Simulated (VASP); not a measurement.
Crystal: Ag.

```
Ag
1.0
     0.00000    2.05218    2.05218
     2.05218    0.00000    2.05218
     2.05218    2.05218    0.00000
Ag
1
Cartesian
  0.0000 0.0000 0.0000
```

Base run:

| Quantity | Value |
| --- | --- |
| Program | VASP 6.6.1 |
| Functional | r2SCAN |
| Potentials or basis | VASP PAW PBE potentials, release 64 (Ag) |
| Cutoff | 550 eV |
| k mesh | 8 × 8 × 8 |
| Occupations | gaussian, width 0.1 eV |
| Spin | no spin polarisation |

Its results: pressure 0.7 GPa.

The run is repeated on the same cell with these changes: cutoff from 550 eV to 520 eV; k mesh from 8 × 8 × 8 to 18 × 18 × 18. What comes out?

Pressure 0.1 GPa.

Caveats: the PAW data sets were made with another functional, which shifts forces and pressure a little.
